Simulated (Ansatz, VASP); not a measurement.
**Ti4W: VASP beside Ansatz**

```
Ti W
1.0
     2.30147    1.32875    4.60162
    -2.30147    1.32875    4.60162
     0.00000   -2.65751    4.60162
Ti W
4 1
Direct
  0.81566 0.81566 0.81566
  0.39724 0.39724 0.39724
  0.60276 0.60276 0.60276
  0.18434 0.18434 0.18434
  0.00000 0.00000 0.00000
```

Alike in both runs: task single point; functional PBE; k mesh 6 × 6 × 6; occupations gaussian, width 0.1 eV; collinear spin.

```csv
,VASP,Ansatz
version,VASP 6.6.1,Ansatz 0.2.0
potentials or method,"VASP PAW PBE potentials, release 64 (Ti_sv, W_sv), cutoff 520 eV","scalar-relativistic, plane waves, PAW"
valence electrons in the cell,62,62
```

```csv
,VASP,Ansatz,Ansatz less VASP
gap on the k mesh at the Fermi level (eV),none,none,-
pressure (GPa),-0.3,-0.2,+0.12
"traceless stress, the component that is largest in VASP (GPa)",0.33,0.20,-0.126
rms of the force components (eV/Å),0.012,0.011,-0.0017
net moment per atom (μB),0.00,0.00,0.000
```

Atom by atom the forces differ by 0.009 eV/Å (rms over components). A gap of «none» marks a metal or a gap that the smearing closes. Ansatz's warnings: seeded moment not kept.

Spin-orbit coupling is off throughout.
